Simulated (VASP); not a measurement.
A run of VASP 6.6.1:

File INCAR:

```
SYSTEM = MgO
PREC = Accurate ; ENCUT = 520
EDIFF = 1E-6 ; ISMEAR = 0
SIGMA = 0.01 ; LREAL = .FALSE.
LASPH = .TRUE. ; NELM = 80
ALGO = Normal ; ISIF = 2
LWAVE = .FALSE. ; LCHARG = .TRUE.
GGA = PE ; LELF = .TRUE.
LVHAR = .TRUE. ; NBANDS = 11
```

KPOINTS

```
regular mesh
0
G
  10 10 10
  0 0 0
```

Contents of POSCAR:

```
MgO
1.0
    0.0000000000      2.1410088981      2.1410088981
    2.1410088981      0.0000000000      2.1410088981
    2.1410088981      2.1410088981      0.0000000000
Mg O
1 1
Direct
    0.0000000000      0.0000000000      0.0000000000
    0.5000000000      0.5000000000      0.5000000000
```

Potentials or basis: VASP PAW PBE potentials, release 64 (Mg, O).

Launch:

```sh
$ cat potpaw_PBE.64/Mg/POTCAR potpaw_PBE.64/O/POTCAR > POTCAR
$ mpirun -np 1 vasp_std > vasp.out
```

Hardware: 1 thread of Intel(R) Xeon(R) Platinum 8259CL CPU @ 2.50GHz (Skylake/Cascade Lake), on a shared host.

**Question.** Estimate the wall time of this run.

**Answer.** Wall time 7.2 s on 1 thread of Intel(R) Xeon(R) Platinum 8259CL CPU @ 2.50GHz (Skylake/Cascade Lake) (shared host), peak memory 0.14 GiB. Counts: scf iterations 12, k points 47.
